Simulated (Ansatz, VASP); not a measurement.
# Sc: VASP beside Ansatz

```
CELL_PARAMETERS angstrom
3.54617 0.00000 -0.09589
0.00000 3.87136 0.00000
-1.85236 0.00000 4.63690
ATOMIC_POSITIONS crystal
Sc 0.86065 0.25000 0.22236
Sc 0.13935 0.75000 0.77764
```

Alike in both runs: task single point; functional PBE; k mesh 14 × 12 × 10; occupations gaussian, width 0.1 eV; no spin polarisation.

|  | VASP | Ansatz |
| --- | --- | --- |
| version | VASP 6.6.1 | Ansatz 0.2.0 |
| potentials or method | VASP PAW PBE potentials, release 64 (Sc_sv), cutoff 520 eV | scalar-relativistic, plane waves, PAW |
| valence electrons in the cell | 22 | 22 |

```tsv
	VASP	Ansatz	Ansatz less VASP
gap on the k mesh at the Fermi level (eV)	none	none	-
pressure (GPa)	-6.5	-6.5	-0.01
traceless stress, the component that is largest in VASP (GPa)	2.94	2.94	-0.003
rms of the force components (eV/Å)	0.292	0.293	+0.0008
```

Atom by atom the forces differ by 0.001 eV/Å (rms over components). A gap of «none» marks a metal or a gap that the smearing closes. With one functional, cell and mesh, what is left measures potentials, basis and numerics.
